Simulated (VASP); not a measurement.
Input of a VASP 6.6.1 run:

File INCAR:

```
PREC     = Accurate       # precision mode
ENCUT    = 520            # plane-wave cutoff, eV
EDIFF    = 1E-7           # SCF threshold, eV
ISMEAR   = 0              # smearing method
SIGMA    = 0.1            # smearing width, eV
LREAL    = False          # projectors in reciprocal space
LASPH    = True           # aspherical terms in the spheres
NELM     = 150            # most SCF steps
ALGO     = Normal         # electronic algorithm
ISIF     = 2              # what is computed and relaxed
LWAVE    = False          # write WAVECAR
LCHARG   = False          # write CHGCAR
ISPIN    = 2              # spin polarisation
MAGMOM   = 2.79 0.52 0.52 0.52 # initial moments
LORBIT   = 11             # projections on sites
LMAXMIX  = 4              # l up to which the mixer works
GGA      = PE             # functional
NBANDS   = 27             # bands
```

The input KPOINTS:

```
regular mesh
0
Gamma
  10 10 10
```

Contents of POSCAR:

```
CoCl3
1.0
    4.3315006679      0.0000000000      0.0000000000
    0.0000000000      4.3315006679      0.0000000000
    0.0000000000      0.0000000000      4.3315006679
Co Cl
1 3
Direct
    0.0000000000      0.0000000000      0.0000000000
    0.0000000000      0.5000000000      0.5000000000
    0.5000000000      0.0000000000      0.5000000000
    0.5000000000      0.5000000000      0.0000000000
```

Potentials or basis: VASP PAW PBE potentials, release 64 (Co, Cl).

The run is started by

```sh
$ cat potpaw_PBE.64/Co/POTCAR potpaw_PBE.64/Cl/POTCAR > POTCAR
$ mpirun -np 1 vasp_std > vasp.out
```

(1) Estimate the site moments.

(2) Predict the band gap on the k mesh.

(3) Estimate the pressure.

## Answers

(1) Co +2.47; Cl +0.41 μB.

(2) zero (filled and empty bands overlap).

(3) -0.1 GPa.

Caveat: a cell with one magnetic atom can't hold antiferromagnetic order, which such compounds often take; semilocal functionals often make such compounds metallic where correlation or magnetic order opens a gap, which also shifts bond lengths.
